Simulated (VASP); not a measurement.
# HfC (Cmme) in VASP: a series of runs

Runs on HfC. Level: PBE. Tasks: single point, relaxation of cell and atoms.

Everything below comes from runs of VASP 6.6.1. Logs are shortened: lines on timing, memory, paths and dates and some standing lists are left out, and cuts for length are marked.

## Step 1: The cell of the first run

The structure is orthorhombic, space group Cmme (No. 67). Conventional cell: a = 7.286 Å, b = 7.286 Å, c = 5.152 Å, α = 90.00°, β = 90.00°, γ = 90.00°. Hf (site symmetry 2/m) has 2 C at 2.23 Å within 3.0 Å. C (site symmetry mm2) has 2 Hf at 2.23 Å within 3.0 Å.

## Step 2: Single point, PBE (atoms taken out)

Contents of INCAR:

```
SYSTEM = HfC
PREC = Accurate
ENCUT = 520
EDIFF = 1E-6
ISMEAR = 0
SIGMA = 0.1
LREAL = .FALSE.
LASPH = .TRUE.
NELM = 100
ALGO = Normal
ISIF = 2
LWAVE = .FALSE.
LCHARG = .FALSE.
GGA = PE
NBANDS = 22
```

Contents of KPOINTS:

```
Automatic mesh
0
G
  4 4 4
  0 0 0
```

Contents of POSCAR:

```
HfC
1.0
    3.6432077400     -3.6432077400      0.0000000000
    3.6432077400      3.6432077400      0.0000000000
    0.0000000000      0.0000000000      5.1522738000
Hf C
2 2
Direct
    0.5000000000      0.5000000000      0.0000000000
    0.0000000000      0.0000000000      0.0000000000
    0.7500000000      0.2500000000      0.7500000000
    0.2500000000      0.7500000000      0.2500000000
```

Potentials or basis: VASP PAW PBE potentials, release 64 (Hf_pv, C).

The run is started by

```bash
$ cat potpaw_PBE.64/Hf_pv/POTCAR potpaw_PBE.64/C/POTCAR > POTCAR
$ mpirun -np 1 vasp_std > vasp.out
```

OUTCAR:

```text
SYSTEM = HfC
   PREC = Accurate
   ENCUT = 520
   EDIFF = 1E-6
   ISMEAR = 0
   LREAL = .FALSE.
   LASPH = .TRUE.
   NELM = 100
   ISIF = 2
   GGA = PE

 ion  position               nearest neighbor table
   1  0.500  0.500  0.000-   3 2.23   4 2.23   2 3.64   2 3.64   2 3.64   2 3.64
   2  0.000  0.000  0.000-   3 2.23   4 2.23   1 3.64   1 3.64   1 3.64   1 3.64
   3  0.750  0.250  0.750-   1 2.23   2 2.23
   4  0.250  0.750  0.250-   1 2.23   2 2.23

  LATTYP: Found a simple cubic cell.
 ALAT       =     5.1522737965

  Lattice vectors:

 A1 = (   3.6432077400,  -3.6432077400,   0.0000000000)
 A2 = (   3.6432077400,   3.6432077400,   0.0000000000)
 A3 = (   0.0000000000,   0.0000000000,   5.1522738000)

Analysis of symmetry for initial positions (statically):
=====================================================================
 Subroutine PRICEL returns:
 Original cell was already a primitive cell.

 Routine SETGRP: Setting up the symmetry group for a
 simple cubic supercell.

 Subroutine GETGRP returns: Found  8 space group operations
 (whereof  4 operations were pure point group operations)
 out of a pool of 48 trial point group operations.

The static configuration has the point symmetry C_2h.
 The point group associated with its full space group is D_2h.

Analysis of symmetry for dynamics (positions and initial velocities):
=====================================================================
 Subroutine PRICEL returns:
 Original cell was already a primitive cell.

 Routine SETGRP: Setting up the symmetry group for a
 simple cubic supercell.

 Subroutine GETGRP returns: Found  8 space group operations
 (whereof  4 operations were pure point group operations)
 out of a pool of 48 trial point group operations.

The dynamic configuration has the point symmetry C_2h.
 The point group associated with its full space group is D_2h.

 Subroutine INISYM returns: Found  8 space group operations
 (whereof  4 operations are pure point group operations),
 and found     1 'primitive' translations

----------------------------------------------------------------------------------------

                                     Primitive cell

  volume of cell :     136.7719

  direct lattice vectors                    reciprocal lattice vectors
     3.643207740 -3.643207740  0.000000000     0.137241693 -0.137241693  0.000000000
     3.643207740  3.643207740  0.000000000     0.137241693  0.137241693  0.000000000
     0.000000000  0.000000000  5.152273800     0.000000000  0.000000000  0.194089064

  length of vectors
     5.152273796  5.152273796  5.152273800     0.194089064  0.194089064  0.194089064

  position of ions in fractional coordinates (direct lattice)
     0.500000000  0.500000000  0.000000000
     0.000000000  0.000000000  0.000000000
     0.750000000  0.250000000  0.750000000
     0.250000000  0.750000000  0.250000000

  ion indices of the primitive-cell ions
   primitive index   ion index
                 1           1
                 2           2
                 3           3
                 4           4

----------------------------------------------------------------------------------------

 KPOINTS: Automatic mesh

Automatic generation of k-mesh.
 Grid dimensions read from file:
 generate k-points for:    4    4    4

 Generating k-lattice:

  Cartesian coordinates                     Fractional coordinates (reciprocal lattice)
     0.034310423 -0.034310423  0.000000000     0.250000000  0.000000000  0.000000000
     0.034310423  0.034310423  0.000000000     0.000000000  0.250000000  0.000000000
     0.000000000  0.000000000  0.048522266     0.000000000  0.000000000  0.250000000

  Length of vectors
     0.048522266  0.048522266  0.048522266

  Shift w.r.t. Gamma in fractional coordinates (k-lattice)
     0.000000000  0.000000000  0.000000000

 Subroutine IBZKPT returns following result:
 ===========================================

 Found     21 irreducible k-points:

 Following reciprocal coordinates:
            Coordinates               Weight
  0.000000  0.000000  0.000000      1.000000
  0.250000  0.000000  0.000000      4.000000
  0.000000  0.000000  0.250000      2.000000
  0.500000  0.000000  0.000000      2.000000
  0.000000  0.000000  0.500000      1.000000
  0.250000  0.250000  0.000000      2.000000
[... 13 lines left out ...]
  0.250000  0.500000  0.500000      4.000000
  0.500000  0.500000  0.500000      1.000000
   k-points           NKPTS =     21   k-points in BZ     NKDIM =     21   number of bands    NBANDS=     22
   number of dos      NEDOS =    301   number of ions     NIONS =      4
   total plane-waves  NPLWV =  64000
   dimension x,y,z NGX =    40 NGY =   40 NGZ =   40
   dimension x,y,z NGXF=    80 NGYF=   80 NGZF=   80
   ions per type =               2   2
   NGX,Y,Z   is equivalent  to a cutoff of  12.91, 12.91, 12.91 a.u.
   NGXF,Y,Z  is equivalent  to a cutoff of  25.81, 25.81, 25.81 a.u.
 SYSTEM =  HfC
   PREC   = accura    normal or accurate (medium, high low for compatibility)
   ISTART =      0    job   : 0-new  1-cont  2-samecut
   ICHARG =      2    charge: 1-file 2-atom 10-const
   ISPIN  =      1    spin polarized calculation?
   LNONCOLLINEAR =      F non collinear calculations
   LSORBIT =      F    spin-orbit coupling
   LASPH  =      T    aspherical Exc in radial PAW
   ENCUT  =  520.0 eV  38.22 Ry    6.18 a.u.   9.58  9.58  9.58*2*pi/ulx,y,z
   NELM   =    100;   NELMIN=  2; NELMDL= -5     # of ELM steps
   EDIFF  = 0.1E-05   stopping-criterion for ELM
   LREAL  =      F    real-space projection
   EDIFFG = 0.1E-04   stopping-criterion for IOM
   NSW    =      0    number of steps for IOM
   IBRION =     -1    ionic relax: 0-MD 1-quasi-New 2-CG
   NFREE  =      0    steps in history (QN), initial steepest desc. (CG)
   ISIF   =      2    stress and relaxation
   ISYM   =      2    0-nonsym 1-usesym 2-fastsym
   POTIM  = 0.5000    time-step for ionic-motion
   TEBEG  =    0.0;   TEEND  =   0.0 temperature during run
   PSTRESS=    0.0 pullay stress
   NELECT =      28.0000    total number of electrons
   NUPDOWN=      -1.0000    fix difference up-down
   EMIN   =  10.00;   EMAX   =-10.00  energy-range for DOS
   EFERMI =   0.00;   METHOD = LEGACY
   ISMEAR =     0;   SIGMA  =   0.10  broadening in eV -4-tet -1-fermi 0-gaus
   EFERMI_NEDOS =   21; number of points for ismear=-14 and -15
   IALGO  =     38    algorithm
   IMIX   =      4    mixing-type and parameters
     AMIX     =   0.40;   BMIX     =  1.00
     AMIX_MAG =   1.60;   BMIX_MAG =  1.00
  volume/ion in A,a.u.               =      34.19       230.75
  Fermi-wavevector in a.u.,A,eV,Ry     =   0.964855  1.823311 12.666270  0.930945
  Thomas-Fermi vector in A             =   2.094522
   LORBIT       =      0    0 simple, 1 ext, 2 COOP (PROOUT), +10 PAW based schemes
   GGA     = PE    functional components
   LHFCALC =     F    Hartree Fock is set to
   AEXX    =    0.0000 exact exchange contribution
   IVDW    =     0    specifies the selected vdW correction
   LEPSILON=     F    determine dielectric tensor
   LRPA    =     F    only Hartree local field effects (RPA)
 non-spin polarized calculation
 Gauss-broadening in eV      SIGMA  =   0.10
  energy-cutoff  :      520.00
  volume of cell :      136.77
 maximum number of plane-waves:      3743
 NGX is ok and might be reduce to    40
   NGX = 19   NGY = 19   NGZ = 19

 number of electron      28.0000003 magnetization

 Free energy of the ion-electron system (eV)
  ---------------------------------------------------
  ext. energy  EPLUGINS =         0.00000000
  ---------------------------------------------------
  free energy    TOTEN  =       -28.23423808 eV

  energy without entropy =      -28.21130554  energy(sigma->0) =      -28.22277181

 E-fermi :  -0.2774     XC(G=0):  -7.5679

 val. band max:       -0.2879798012   @ k =   0.5000   0.2500   0.0000
 cond. band min:      -0.2763621980   @ k =   0.2500   0.2500   0.5000
 fundamental gap:      0.0116176032
 Fermi energy:        -0.2773670401

 k-point     1 :       0.0000    0.0000    0.0000
  band No.  band energies     occupation
      1     -32.1989      2.00000
      2     -32.1660      2.00000
      3     -31.9556      2.00000
      4     -31.8764      2.00000
      5     -31.4164      2.00000
      6     -31.3197      2.00000
[... 14 lines left out ...]
     21       2.7923      0.00000
     22       2.9207      0.00000

 k-point     2 :       0.2500    0.0000    0.0000
  band No.  band energies     occupation
      1     -32.1940      2.00000
      2     -32.1707      2.00000
      3     -31.9443      2.00000
      4     -31.8883      2.00000
      5     -31.4028      2.00000
      6     -31.3344      2.00000
[... 14 lines left out ...]
     21       2.9781      0.00000
     22       3.0902      0.00000

 k-point     3 :       0.0000    0.0000    0.2500
  band No.  band energies     occupation
      1     -32.1992      2.00000
      2     -32.1662      2.00000
      3     -31.9556      2.00000
      4     -31.8764      2.00000
      5     -31.4165      2.00000
      6     -31.3198      2.00000
[... 14 lines left out ...]
     21       2.9182      0.00000
     22       3.0270      0.00000
[... 401 lines left out ...]
 k-point    20 :       0.2500    0.5000    0.5000
  band No.  band energies     occupation
      1     -32.1925      2.00000
      2     -32.1737      2.00000
      3     -31.9507      2.00000
      4     -31.8826      2.00000
      5     -31.4057      2.00000
      6     -31.3322      2.00000
[... 14 lines left out ...]
     21       2.7548      0.00000
     22       3.0350      0.00000

 k-point    21 :       0.5000    0.5000    0.5000
  band No.  band energies     occupation
      1     -32.1968      2.00000
      2     -32.1702      2.00000
      3     -31.9649      2.00000
      4     -31.8686      2.00000
      5     -31.4205      2.00000
      6     -31.3166      2.00000
[... 14 lines left out ...]
     21       2.5309      0.00000
     22       3.4746      0.00000

------------------------ aborting loop because EDIFF is reached ----------------------------------------

  FORCE on cell =-STRESS in cart. coord.  units (eV):
  Direction    XX          YY          ZZ          XY          YZ          ZX
  --------------------------------------------------------------------------------------
  -------------------------------------------------------------------------------------
  Total       -7.1839043    -13.3905222     -9.9054861      0.0000000     -0.0000000      0.0000000
  in kB      -84.1539142   -156.8596688   -116.0351520      0.0000000     -0.0000000      0.0000000
  external PRESSURE =    -119.0162450 kB  Pullay stress =       0.0000000 kB

 VOLUME and BASIS-vectors are now :
 -----------------------------------------------------------------------------
  energy-cutoff  :      520.00
  volume of cell :      136.77
      direct lattice vectors                 reciprocal lattice vectors
     3.643207740 -3.643207740  0.000000000     0.137241693 -0.137241693  0.000000000
     3.643207740  3.643207740  0.000000000     0.137241693  0.137241693  0.000000000
     0.000000000  0.000000000  5.152273800     0.000000000  0.000000000  0.194089064

 POSITION                                       TOTAL-FORCE (eV/Angst)
 -----------------------------------------------------------------------------------
      3.64321      0.00000      0.00000        -0.000000     -0.000000      0.000000
      0.00000      0.00000      0.00000        -0.000000     -0.000000      0.000000
      3.64321     -1.82160      3.86421        -0.000000     -0.000000      1.860759
      3.64321      1.82160      1.28807         0.000000      0.000000     -1.860759
 -----------------------------------------------------------------------------------
    total drift:                               -0.000000     -0.000000     -0.000000

  FREE ENERGIE OF THE ION-ELECTRON SYSTEM (eV)
  ---------------------------------------------------
  free  energy   TOTEN  =       -28.2342380762 eV

  energy  without entropy=      -28.2113055409  energy(sigma->0) =      -28.22277181
```

Wall time 90 s (1 thread of Intel Xeon Platinum 8259CL at 2.50GHz (Skylake/Cascade Lake), shared host); peak memory 0.26 GiB.

Results:

```yaml
Free_energy: -28.2342 eV
Pressure: -11.9 GPa
Largest_force: 1.861 eV/Å
Band_gap_on_the_k_mesh: zero (bands 14 and 15 overlap by 1.39 eV)
```

Forces in eV/Å, atoms in the order of the input:
```
Hf   0.000  0.000  0.000
Hf   0.000  0.000  0.000
C    0.000  0.000  1.861
C    0.000  0.000 -1.861
```

Caveat: the cell differs from its parent crystal (atoms taken out); the stress differs along the axes, from -16 to -8 GPa; spin-orbit coupling is left out, which moves the levels of the heavy elements; forces of over 1 eV/Å act on the atoms, so gaps and moduli don't describe the material at rest.

## Step 3: Relaxation of cell and atoms, PBE (atoms taken out)

Contents of INCAR:

```
ALGO = Normal
EDIFF = 1E-6
EDIFFG = -0.04
ENCUT = 600
GGA = PE
IBRION = 2
ISIF = 3
ISMEAR = 0
LASPH = True
LCHARG = False
LREAL = False
LWAVE = False
NELM = 100
NSW = 90
PREC = Accurate
SIGMA = 0.1
```

Contents of KPOINTS:

```
k-points
0
Gamma
  4 4 4
```

POSCAR is that of step 2.

Potentials or basis: VASP PAW PBE potentials, release 64 (Hf_pv, C).

The run is started by

```bash
$ cat potpaw_PBE.64/Hf_pv/POTCAR potpaw_PBE.64/C/POTCAR > POTCAR
$ mpirun -np 1 vasp_std > vasp.out
```

Run time: 28 min. Hardware: 1 thread of Intel Xeon Platinum 8259CL at 2.50GHz (Skylake/Cascade Lake), shared host; peak memory 0.32 GiB.

Results (log left out):

- Free energy: -36.7423 eV
- Relaxed volume: 18.61 Å³/atom
- Relaxed cell: a = 4.917 Å, b = 4.917 Å, c = 3.123 Å, α = 90.00°, β = 90.00°, γ = 80.36°
- Space group after relaxing (to 0.1 Å): P4/mmm (No. 123)
- Energy gained by relaxing: 2127.0 meV/atom
- Ionic steps: 38
- Pressure after relaxing: 0.1 GPa
- Largest force after relaxing: 0.039 eV/Å
- Band gap on the k mesh: zero (bands 14 and 15 overlap by 1.49 eV)

Forces on the atoms (eV/Å):
```
Hf   0.000  0.000  0.000
Hf   0.000  0.000  0.000
C    0.000  0.000  0.039
C    0.000  0.000 -0.039
```

Stress tensor (GPa, compression positive):
```
 0.12  0.00  0.00
 0.00 -0.12  0.00
 0.00  0.00  0.25
```

Step by step:
| step | energy change (eV) | largest force (eV/Å) | pressure (GPa) | volume (Å³) |
| --- | --- | --- | --- | --- |
| 1 | 0.0000 | 1.8611 | -11.92 | 136.77 |
| 2 | 0.2801 | 5.8899 | 20.13 | 92.16 |
| 3 | -1.2998 | 0.8671 | -2.98 | 112.40 |
| 4 | -1.3033 | 1.0109 | -2.42 | 111.53 |
| 5 | -2.0235 | 1.3919 | -2.19 | 99.24 |
| 6 | -2.0475 | 2.8396 | 16.55 | 65.24 |
| 7 | -2.6194 | 2.0380 | 0.88 | 84.96 |
| 8 | -2.6685 | 2.4839 | 6.32 | 73.87 |
| 9 | -2.7258 | 2.3347 | 4.01 | 77.58 |
| 10 | -3.1715 | 2.0113 | 0.49 | 74.62 |
| 11 | -3.9171 | 1.7385 | -0.77 | 64.84 |
| 12 | -4.2824 | 1.7644 | -0.10 | 63.15 |
| 13 | -4.5328 | 1.6155 | 3.04 | 60.50 |
| 14 | -4.9979 | 1.9414 | 3.58 | 60.76 |
| 15 | -6.0896 | 2.8885 | 7.05 | 61.25 |
| 16 | -6.6818 | 4.9593 | 25.62 | 60.84 |
| 17 | -7.0307 | 4.5479 | 21.30 | 62.45 |
| 18 | -7.7298 | 3.1277 | 9.99 | 67.28 |
| 19 | -7.5983 | 0.1569 | -2.62 | 76.97 |
| 20 | -7.9156 | 1.6859 | 2.72 | 71.48 |
| 21 | -7.9207 | 1.8842 | 3.57 | 70.84 |
| 22 | -8.0878 | 1.6921 | 2.28 | 71.06 |
| 23 | -8.3693 | 1.1679 | -1.25 | 71.61 |
| 24 | -8.3890 | 1.0164 | -2.26 | 71.76 |
| 25 | -8.4233 | 0.8953 | -0.69 | 71.18 |
| 26 | -8.4526 | 0.6242 | 2.57 | 70.12 |
| 27 | -8.4776 | 0.3471 | 1.44 | 70.65 |
| 28 | -8.4907 | 0.0151 | 0.05 | 71.38 |
| 29 | -8.4908 | 0.0314 | -0.01 | 71.42 |
| 30 | -8.4929 | 0.0571 | 0.38 | 71.49 |
| 31 | -8.4944 | 0.1073 | 1.13 | 71.61 |
| 32 | -8.4956 | 0.1118 | 0.98 | 71.80 |
| 33 | -8.4988 | 0.1253 | 0.68 | 72.38 |
| 34 | -8.5021 | 0.1523 | 0.09 | 73.53 |
| 35 | -8.5053 | 0.1205 | 0.05 | 73.85 |
| 36 | -8.5065 | 0.0294 | -0.06 | 74.76 |
| 37 | -8.5075 | 0.0663 | -0.03 | 74.39 |
| 38 | -8.5078 | 0.0389 | 0.08 | 74.43 |

Final structure:
```
Hf C
1.0
     3.75688   -3.17250    0.00000
     3.75688    3.17250    0.00000
     0.00000    0.00000    3.12258
Hf C
2 2
Cartesian
  3.7569 0.0000 0.0000
  0.0000 0.0000 0.0000
  3.7569 -1.5862 1.5588
  3.7569 1.5862 1.5637
```

Levels at points of the mesh, in eV from the Fermi level:
| k point | band 10 | band 11 | band 12 | band 13 | band 14 | band 15 | band 16 | band 17 | band 18 |
| --- | --- | --- | --- | --- | --- | --- | --- | --- | --- |
| (0.00, 0.00, 0.00) | -3.23 | -2.25 | -1.66 | -0.45 | 0.12 | 1.22 | 1.33 | 2.62 | 4.27 |
| (0.50, 0.00, 0.00) | -2.42 | -2.29 | -2.29 | -1.02 | -1.02 | 0.78 | 0.78 | 2.91 | 2.91 |
| (0.00, 0.00, 0.50) | -2.56 | -1.40 | -0.47 | -0.33 | -0.20 | -0.02 | 0.13 | 0.25 | 4.90 |
| (0.50, 0.50, 0.00) | -2.84 | -2.33 | -1.44 | -0.29 | -0.24 | 1.36 | 1.46 | 3.46 | 3.66 |
| (0.00, 0.50, 0.50) | -3.12 | -1.81 | -1.81 | -1.21 | -1.21 | 1.07 | 1.07 | 2.70 | 2.70 |
| (0.50, 0.50, 0.50) | -3.19 | -2.47 | -0.92 | -0.80 | 0.74 | 1.30 | 1.94 | 2.05 | 4.15 |

Caveat: the cell differs from its parent crystal (atoms taken out); the volume moved by over 15 % at a fixed basis, so the end points are rough; spin-orbit coupling is left out, which moves the levels of the heavy elements.

The gap in the log of VASP goes by the Fermi energy; the results here count the filled bands.